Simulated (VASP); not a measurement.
# Ge (Fd-3m) in VASP: a series of runs

The runs below take Ge through single point, relaxation of cell and atoms, with PBE+D3(BJ).

Program: VASP 6.6.1. These are calculated values, not measurements. Logs are shortened: lines on timing, memory, paths and dates and some standing lists are left out, and cuts for length are marked.

**1. The cell of the first run**

The structure is cubic, space group Fd-3m (No. 227). Conventional cell: a = 5.699 Å, b = 5.699 Å, c = 5.699 Å, α = 90.00°, β = 90.00°, γ = 90.00°. Within 3.3 Å of Ge (site symmetry -43m) lie 4 Ge at 2.47 Å.

**2. Single point, PBE+D3(BJ)**

Contents of INCAR:

```
SYSTEM = Ge
  PREC = Accurate
  ENCUT = 520
  EDIFF = 1E-6
  ISMEAR = 0
  SIGMA = 0.1
  LREAL = .FALSE.
  LASPH = .TRUE.
  NELM = 100
  ALGO = Normal
  ISIF = 2
  LWAVE = .FALSE.
  LCHARG = .FALSE.
  GGA = PE
  IVDW = 12
  NBANDS = 21
```

Contents of KPOINTS:

```
Automatic mesh
0
G
  14 14 14
  0 0 0
```

Contents of POSCAR:

```
Ge
1.0
    0.0000000000      2.8495007102      2.8495007102
    2.8495007102      0.0000000000      2.8495007102
    2.8495007102      2.8495007102      0.0000000000
Ge
2
Direct
    0.0000000000      0.0000000000      0.0000000000
    0.2500000000      0.2500000000      0.2500000000
```

Potentials or basis: VASP PAW PBE potentials, release 64 (Ge_d).

On the command line:

```sh
> cat potpaw_PBE.64/Ge_d/POTCAR > POTCAR
> mpirun -np 1 vasp_std > vasp.out
```

OUTCAR:

```text
SYSTEM = Ge
   PREC = Accurate
   ENCUT = 520
   EDIFF = 1E-6
   ISMEAR = 0
   LREAL = .FALSE.
   LASPH = .TRUE.
   NELM = 100
   ISIF = 2
   GGA = PE
   IVDW = 12
 IVDW          = 12

 ion  position               nearest neighbor table
   1  0.000  0.000  0.000-   2 2.47   2 2.47   2 2.47   2 2.47
   2  0.250  0.250  0.250-   1 2.47   1 2.47   1 2.47   1 2.47

  LATTYP: Found a face centered cubic cell.
 ALAT       =     5.6990014204

  Lattice vectors:

 A1 = (   0.0000000000,   2.8495007102,   2.8495007102)
 A2 = (   2.8495007102,   0.0000000000,   2.8495007102)
 A3 = (   2.8495007102,   2.8495007102,   0.0000000000)

Analysis of symmetry for initial positions (statically):
=====================================================================
 Subroutine PRICEL returns:
 Original cell was already a primitive cell.

 Routine SETGRP: Setting up the symmetry group for a
 face centered cubic supercell.

 Subroutine GETGRP returns: Found 48 space group operations
 (whereof 24 operations were pure point group operations)
 out of a pool of 48 trial point group operations.

The static configuration has the point symmetry T_d .
 The point group associated with its full space group is O_h .

Analysis of symmetry for dynamics (positions and initial velocities):
=====================================================================
 Subroutine PRICEL returns:
 Original cell was already a primitive cell.

 Routine SETGRP: Setting up the symmetry group for a
 face centered cubic supercell.

 Subroutine GETGRP returns: Found 48 space group operations
 (whereof 24 operations were pure point group operations)
 out of a pool of 48 trial point group operations.

The dynamic configuration has the point symmetry T_d .
 The point group associated with its full space group is O_h .

 Subroutine INISYM returns: Found 48 space group operations
 (whereof 24 operations are pure point group operations),
 and found     1 'primitive' translations

----------------------------------------------------------------------------------------

                                     Primitive cell

  volume of cell :      46.2739

  direct lattice vectors                    reciprocal lattice vectors
     0.000000000  2.849500710  2.849500710    -0.175469337  0.175469337  0.175469337
     2.849500710  0.000000000  2.849500710     0.175469337 -0.175469337  0.175469337
     2.849500710  2.849500710  0.000000000     0.175469337  0.175469337 -0.175469337

  length of vectors
     4.029802550  4.029802550  4.029802550     0.303921807  0.303921807  0.303921807

  position of ions in fractional coordinates (direct lattice)
     0.000000000  0.000000000  0.000000000
     0.250000000  0.250000000  0.250000000

  ion indices of the primitive-cell ions
   primitive index   ion index
                 1           1
                 2           2

----------------------------------------------------------------------------------------

 KPOINTS: Automatic mesh

Automatic generation of k-mesh.
 Grid dimensions read from file:
 generate k-points for:   14   14   14

 Generating k-lattice:

  Cartesian coordinates                     Fractional coordinates (reciprocal lattice)
    -0.012533524  0.012533524  0.012533524     0.071428571  0.000000000  0.000000000
     0.012533524 -0.012533524  0.012533524     0.000000000  0.071428571  0.000000000
     0.012533524  0.012533524 -0.012533524     0.000000000  0.000000000  0.071428571

  Length of vectors
     0.021708700  0.021708700  0.021708700

  Shift w.r.t. Gamma in fractional coordinates (k-lattice)
     0.000000000  0.000000000  0.000000000

 Subroutine IBZKPT returns following result:
 ===========================================

 Found    104 irreducible k-points:

 Following reciprocal coordinates:
            Coordinates               Weight
  0.000000  0.000000  0.000000      1.000000
  0.071429  0.000000  0.000000      8.000000
  0.142857  0.000000  0.000000      8.000000
  0.214286  0.000000  0.000000      8.000000
  0.285714  0.000000  0.000000      8.000000
  0.357143  0.000000  0.000000      8.000000
[... 16 lines left out ...]
  0.214286  0.142857  0.000000     24.000000
  0.285714  0.142857  0.000000     24.000000
 [... further k-points ...]
   k-points           NKPTS =    104   k-points in BZ     NKDIM =    104   number of bands    NBANDS=     21
   number of dos      NEDOS =    301   number of ions     NIONS =      2
   total plane-waves  NPLWV =  27000
   dimension x,y,z NGX =    30 NGY =   30 NGZ =   30
   dimension x,y,z NGXF=    60 NGYF=   60 NGZF=   60
   ions per type =               2
   NGX,Y,Z   is equivalent  to a cutoff of  12.38, 12.38, 12.38 a.u.
   NGXF,Y,Z  is equivalent  to a cutoff of  24.75, 24.75, 24.75 a.u.
 SYSTEM =  Ge
   PREC   = accura    normal or accurate (medium, high low for compatibility)
   ISTART =      0    job   : 0-new  1-cont  2-samecut
   ICHARG =      2    charge: 1-file 2-atom 10-const
   ISPIN  =      1    spin polarized calculation?
   LNONCOLLINEAR =      F non collinear calculations
   LSORBIT =      F    spin-orbit coupling
   LASPH  =      T    aspherical Exc in radial PAW
   ENCUT  =  520.0 eV  38.22 Ry    6.18 a.u.   7.49  7.49  7.49*2*pi/ulx,y,z
   NELM   =    100;   NELMIN=  2; NELMDL= -5     # of ELM steps
   EDIFF  = 0.1E-05   stopping-criterion for ELM
   LREAL  =      F    real-space projection
   EDIFFG = 0.1E-04   stopping-criterion for IOM
   NSW    =      0    number of steps for IOM
   IBRION =     -1    ionic relax: 0-MD 1-quasi-New 2-CG
   NFREE  =      0    steps in history (QN), initial steepest desc. (CG)
   ISIF   =      2    stress and relaxation
   ISYM   =      2    0-nonsym 1-usesym 2-fastsym
   POTIM  = 0.5000    time-step for ionic-motion
   TEBEG  =    0.0;   TEEND  =   0.0 temperature during run
   PSTRESS=    0.0 pullay stress
   NELECT =      28.0000    total number of electrons
   NUPDOWN=      -1.0000    fix difference up-down
   EMIN   =  10.00;   EMAX   =-10.00  energy-range for DOS
   EFERMI =   0.00;   METHOD = LEGACY
   ISMEAR =     0;   SIGMA  =   0.10  broadening in eV -4-tet -1-fermi 0-gaus
   EFERMI_NEDOS =   21; number of points for ismear=-14 and -15
   IALGO  =     38    algorithm
   IMIX   =      4    mixing-type and parameters
     AMIX     =   0.40;   BMIX     =  1.00
     AMIX_MAG =   1.60;   BMIX_MAG =  1.00
  volume/ion in A,a.u.               =      23.14       156.14
  Fermi-wavevector in a.u.,A,eV,Ry     =   1.384678  2.616662 26.086895  1.917333
  Thomas-Fermi vector in A             =   2.509159
   LORBIT       =      0    0 simple, 1 ext, 2 COOP (PROOUT), +10 PAW based schemes
   GGA     = PE    functional components
   LHFCALC =     F    Hartree Fock is set to
   AEXX    =    0.0000 exact exchange contribution
   IVDW    =    12    specifies the selected vdW correction
   LEPSILON=     F    determine dielectric tensor
   LRPA    =     F    only Hartree local field effects (RPA)
 non-spin polarized calculation
 Gauss-broadening in eV      SIGMA  =   0.10
  energy-cutoff  :      520.00
  volume of cell :       46.27
 maximum number of plane-waves:      1267
 NGX is ok and might be reduce to    30
   NGX = 15   NGY = 15   NGZ = 15

 number of electron      28.0000004 magnetization

 Free energy of the ion-electron system (eV)
  ---------------------------------------------------
  ext. energy  EPLUGINS =         0.00000000
  ---------------------------------------------------
  free energy    TOTEN  =        -9.02732530 eV

  energy without entropy =       -9.02713766  energy(sigma->0) =       -9.02723148

 E-fermi :   4.8084     XC(G=0):  -9.8222

 val. band max:        4.7819055433   @ k =   0.0000   0.0000   0.0000
 cond. band min:       4.9010873827   @ k =   0.5000   0.0000   0.0000
 fundamental gap:      0.1191818394
 Fermi energy:         4.8083534035

 k-point     1 :       0.0000    0.0000    0.0000
  band No.  band energies     occupation
      1     -20.0034      2.00000
      2     -20.0034      2.00000
      3     -20.0034      2.00000
      4     -19.9689      2.00000
      5     -19.9689      2.00000
      6     -19.7698      2.00000
[... 13 lines left out ...]
     20      14.2070      0.00000
     21      14.2070      0.00000

 k-point     2 :       0.0714    0.0000    0.0000
  band No.  band energies     occupation
      1     -20.0065      2.00000
      2     -20.0065      2.00000
      3     -20.0026      2.00000
      4     -19.9647      2.00000
      5     -19.9647      2.00000
      6     -19.7751      2.00000
[... 13 lines left out ...]
     20      13.7580      0.00000
     21      13.7580      0.00000

 k-point     3 :       0.1429    0.0000    0.0000
  band No.  band energies     occupation
      1     -20.0126      2.00000
      2     -20.0126      2.00000
      3     -20.0003      2.00000
      4     -19.9558      2.00000
      5     -19.9558      2.00000
      6     -19.7836      2.00000
[... 13 lines left out ...]
     20      13.2202      0.00000
     21      13.2202      0.00000

 k-point     4 :       0.2143    0.0000    0.0000
  band No.  band energies     occupation
      1     -20.0182      2.00000
      2     -20.0182      2.00000
      3     -19.9970      2.00000
      4     -19.9463      2.00000
      5     -19.9463      2.00000
      6     -19.7913      2.00000
[... 13 lines left out ...]
     20      13.0141      0.00000
     21      13.0141      0.00000

 k-point     5 :       0.2857    0.0000    0.0000
  band No.  band energies     occupation
      1     -20.0224      2.00000
      2     -20.0224      2.00000
      3     -19.9933      2.00000
      4     -19.9383      2.00000
      5     -19.9383      2.00000
      6     -19.7973      2.00000
[... 13 lines left out ...]
     20      13.2720      0.00000
     21      13.2720      0.00000
[... 382 lines left out ...]
     20      13.0527      0.00000
     21      13.6054      0.00000

 k-point    22 :       0.1429    0.1429    0.0000
  band No.  band energies     occupation
      1     -20.0110      2.00000
      2     -20.0103      2.00000
      3     -20.0103      2.00000
      4     -19.9580      2.00000
      5     -19.9414      2.00000
      6     -19.8089      2.00000
[... 13 lines left out ...]
     20      12.6631      0.00000
     21      14.5498      0.00000

 k-point    23 :       0.2143    0.1429    0.0000
  band No.  band energies     occupation
      1     -20.0190      2.00000
      2     -20.0144      2.00000
      3     -20.0055      2.00000
      4     -19.9508      2.00000
      5     -19.9300      2.00000
      6     -19.8212      2.00000
[... 13 lines left out ...]
     20      13.4220      0.00000
     21      14.4786      0.00000

 k-point    24 :       0.2857    0.1429    0.0000
  band No.  band energies     occupation
      1     -20.0268      2.00000
      2     -20.0191      2.00000
      3     -19.9978      2.00000
      4     -19.9421      2.00000
      5     -19.9200      2.00000
      6     -19.8306      2.00000
[... 13 lines left out ...]
     20      14.0295      0.00000
     21      14.5203      0.00000

 [... further k-points ...]

------------------------ aborting loop because EDIFF is reached ----------------------------------------

 Edisp (eV)   -0.58112

 E8    (eV) :    -0.2604

  FORCE on cell =-STRESS in cart. coord.  units (eV):
  Direction    XX          YY          ZZ          XY          YZ          ZX
  --------------------------------------------------------------------------------------
  -------------------------------------------------------------------------------------
  Total      -0.02171    -0.02171    -0.02171     0.00000     0.00000    -0.00000
  in kB      -0.75166    -0.75166    -0.75166     0.00000     0.00000    -0.00000
  external pressure =       -0.75 kB  Pullay stress =        0.00 kB

 VOLUME and BASIS-vectors are now :
 -----------------------------------------------------------------------------
  energy-cutoff  :      520.00
  volume of cell :       46.27
      direct lattice vectors                 reciprocal lattice vectors
     0.000000000  2.849500710  2.849500710    -0.175469337  0.175469337  0.175469337
     2.849500710  0.000000000  2.849500710     0.175469337 -0.175469337  0.175469337
     2.849500710  2.849500710  0.000000000     0.175469337  0.175469337 -0.175469337

 POSITION                                       TOTAL-FORCE (eV/Angst)
 -----------------------------------------------------------------------------------
      0.00000      0.00000      0.00000         0.000000     -0.000000     -0.000000
      1.42475      1.42475      1.42475        -0.000000      0.000000      0.000000
 -----------------------------------------------------------------------------------
    total drift:                                0.000000      0.000000      0.000000

  FREE ENERGIE OF THE ION-ELECTRON SYSTEM (eV)
  ---------------------------------------------------
  free  energy   TOTEN  =        -9.6084468045 eV

  energy  without entropy=       -9.6082591585  energy(sigma->0) =       -9.60835298
```

Run time: 73 s. Hardware: 1 thread of Intel Xeon Platinum 8488C (Sapphire Rapids), shared host; peak memory 0.22 GiB.

What came out:

```yaml
Free_energy: -9.6084 eV
Pressure: -0.1 GPa
Band_gap_on_the_k_mesh: zero (filled and empty bands touch)
Dispersion_energy_per_atom: -0.291 eV
```

Caveat: semilocal functionals underestimate gaps, and a narrow one can read as zero.

**3. Relaxation of cell and atoms, PBE+D3(BJ)**

This run uses another cell than the first one, of 23.90 Å³/atom.

Contents of INCAR:

```
PREC = Accurate ; ENCUT = 600
EDIFF = 1E-6 ; ISMEAR = 0
SIGMA = 0.1 ; LREAL = F
LASPH = T ; NELM = 100
ALGO = Normal ; ISIF = 3
LWAVE = F ; LCHARG = F
GGA = PE ; IVDW = 12
IBRION = 2 ; NSW = 70
EDIFFG = -0.005
```

Contents of KPOINTS:

```
regular mesh
0
Gamma
  14 14 14
```

Contents of POSCAR:

```
Ge
1.0
    0.0000000000      2.8805364545      2.8805364545
    2.8805364545      0.0000000000      2.8805364545
    2.8805364545      2.8805364545      0.0000000000
Ge
2
Direct
    0.0000000000      0.0000000000      0.0000000000
    0.2500000000      0.2500000000      0.2500000000
```

Potentials or basis: VASP PAW PBE potentials, release 64 (Ge_d).

On the command line:

```sh
> cat potpaw_PBE.64/Ge_d/POTCAR > POTCAR
> mpirun -np 1 vasp_std > vasp.out
```

Wall time 4.3 min (1 thread of Intel Xeon Platinum 8488C (Sapphire Rapids), shared host); peak memory 0.28 GiB.

Results (log left out):

* Free energy: -9.6088 eV
* Relaxed volume: 23.15 Å³/atom
* Relaxed cell: a = 4.031 Å, b = 4.031 Å, c = 4.031 Å, α = 60.00°, β = 60.00°, γ = 60.00°
* Space group after relaxing (to 0.1 Å): Fd-3m (No. 227)
* Energy gained by relaxing: 4.6 meV/atom
* Ionic steps: 5
* Pressure after relaxing: 0.0 GPa
* Band gap on the k mesh: zero (filled and empty bands touch)
* Dispersion energy per atom: -0.290 eV

Step by step:
```tsv
step	energy change (eV)	largest force (eV/Å)	pressure (GPa)	volume (Å³)
1	0.0000	0.0000	-1.87	47.80
2	-0.0087	0.0000	0.55	45.89
3	-0.0093	0.0000	0.11	46.27
4	-0.0093	0.0000	-0.22	46.35
5	-0.0093	0.0000	0.03	46.30
```

Final structure:
```
Ge
1.0
     0.00000    2.85011    2.85011
     2.85011    0.00000    2.85011
     2.85011    2.85011    0.00000
Ge
2
Direct
  0.00000 0.00000 0.00000
  0.25000 0.25000 0.25000
```

Levels at points of the mesh, in eV from the Fermi level:
```tsv
k point	band 10	band 11	band 12	band 13	band 14	band 15	band 16	band 17	band 18
(0.00, 0.00, 0.00)	-24.57	-12.63	-0.19	-0.03	-0.03	-0.03	2.52	2.52	2.52
(0.50, 0.00, 0.00)	-24.54	-10.59	-7.52	-1.40	-1.40	0.09	3.71	3.71	7.10
(0.50, 0.50, 0.00)	-24.53	-8.83	-8.83	-3.02	-3.02	0.76	0.76	9.31	9.31
```

Caveat: semilocal functionals underestimate gaps, and a narrow one can read as zero.

The gap in the log of VASP goes by the Fermi energy; the results here count the filled bands.